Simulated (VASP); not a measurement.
Write the native input for VASP 6.6.1 that does the following.

```yaml
Task: relaxation of cell and atoms
Functional: LDA
Potentials_or_basis: VASP PAW LDA potentials, release 64 (Ag)
Cutoff: 600 eV
k_mesh: 18 × 18 × 18
Occupations: fermi-dirac, width 0.15 eV
Spin: no spin polarisation
Dipole_correction: no
Further_INCAR_settings: ALGO = Fast; EDIFF = 1e-07; IBRION = 2; EDIFFG = -0.001; NSW = 80; ISIF = 3
```

The structure of Ag lies in POSCAR:

```
Ag
1.0
    0.0000000000      2.0009086905      2.0009086905
    2.0009086905      0.0000000000      2.0009086905
    2.0009086905      2.0009086905      0.0000000000
Ag
1
Direct
    0.0000000000      0.0000000000      0.0000000000
```

These files were run (other wordings do the same):

INCAR

```
SYSTEM = Ag
ALGO = Fast
EDIFF = 1E-7
EDIFFG = -0.001
ENCUT = 600
IBRION = 2
ISIF = 3
ISMEAR = -1
LASPH = .TRUE.
LCHARG = .FALSE.
LREAL = .FALSE.
LWAVE = .FALSE.
NELM = 100
NSW = 80
PREC = Accurate
SIGMA = 0.15
```

KPOINTS

```
k-points
0
G
  18 18 18
  0 0 0
```

Potentials or basis: VASP PAW LDA potentials, release 64 (Ag).

The run is started by

```bash
$ cat potpaw_LDA.64/Ag/POTCAR > POTCAR
$ mpirun -np 1 vasp_std > vasp.out
```

It gave:

```yaml
Relaxed_volume: 16.04 Å³/atom
Relaxed_cell: a = 2.831 Å, b = 2.831 Å, c = 2.831 Å, α = 60.00°, β = 60.00°, γ = 60.00°
Space_group_after_relaxing_to_0.05_Å: Fm-3m (No. 225)
Energy_gained_by_relaxing: 0.0 meV/atom
Ionic_steps: 3
Pressure_after_relaxing: 0.0 GPa
```

Wall time 56 s on 1 thread of Intel(R) Xeon(R) Platinum 8259CL CPU @ 2.50GHz (Skylake/Cascade Lake), with other jobs on the host, peak memory 0.16 GiB.
